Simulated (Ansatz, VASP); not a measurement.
## Two plane-wave programs on Sb

The input INCAR:

```
SYSTEM = Sb
ALGO = Normal ; EDIFF = 1E-6
ENCUT = 520 ; GGA = CA
ISIF = 2 ; ISMEAR = -1
LASPH = .TRUE. ; LCHARG = .TRUE.
LELF = .TRUE. ; LREAL = .FALSE.
LVHAR = .TRUE. ; LWAVE = .FALSE.
NBANDS = 12 ; NELM = 100
PREC = Accurate ; SIGMA = 0.1
```

KPOINTS

```
k-points
0
G
  9 9 9
  0 0 0
```

POSCAR

```
Sb
1.0
    0.0000000000      3.3654124609      3.3654124609
    3.3654124609      0.0000000000      3.3654124609
    3.3654124609      3.3654124609      0.0000000000
Sb
2
Direct
    0.1250000000      0.1250000000      0.1250000000
    0.8750000000      0.8750000000      0.8750000000
```

Input for Ansatz:

```yaml
crystal:
  lattice:
    - [0.0, 3.3654124609, 3.3654124609]
    - [3.3654124609, 0.0, 3.3654124609]
    - [3.3654124609, 3.3654124609, 0.0]
  atoms:
    - { symbol: Sb, position: [0.125, 0.125, 0.125] }
    - { symbol: Sb, position: [0.875, 0.875, 0.875] }
hamiltonian:
  xc: lda
  pseudopotentials:
    kind: paw
    azcp:
      Sb: "pseudopotentials/Sb.paw.azcp"
basis:
  ecutwfc: 420
  fft_grid_basis: typed
kpoints:
  mp_grid: { grid: [9, 9, 9], shift: [0, 0, 0] }
magnetization:
  spin_polarized: false
scf:
  occupations: { method: fermi_dirac, width: 0.1 }
  lower_state_search: "off"
output:
  stress: true
```

Alike in both runs: task single point; functional LDA; k mesh 9 × 9 × 9; occupations fermi-dirac, width 0.1 eV; no spin polarisation.

|  | VASP | Ansatz |
| --- | --- | --- |
| version | VASP 6.6.1 | Ansatz 0.2.0 |
| potentials or method | VASP PAW LDA potentials, release 64 (Sb), cutoff 520 eV | plane waves (420 eV) with PAW, scalar-relativistic |
| valence electrons in the cell | 10 | 30 |

```tsv
	VASP	Ansatz	Ansatz less VASP
pressure (GPa)	1.7	1.5	-0.21
```

Ansatz warns that its potentials were made for another functional, while VASP's fit it. LDA's correlation is that of Perdew and Zunger in VASP and of Perdew and Wang (1992) in Ansatz. VASP's potentials hold 10 valence electrons a cell and Ansatz's 30, so a difference there can come from the potentials and not from the codes.

Spin-orbit coupling is off throughout.
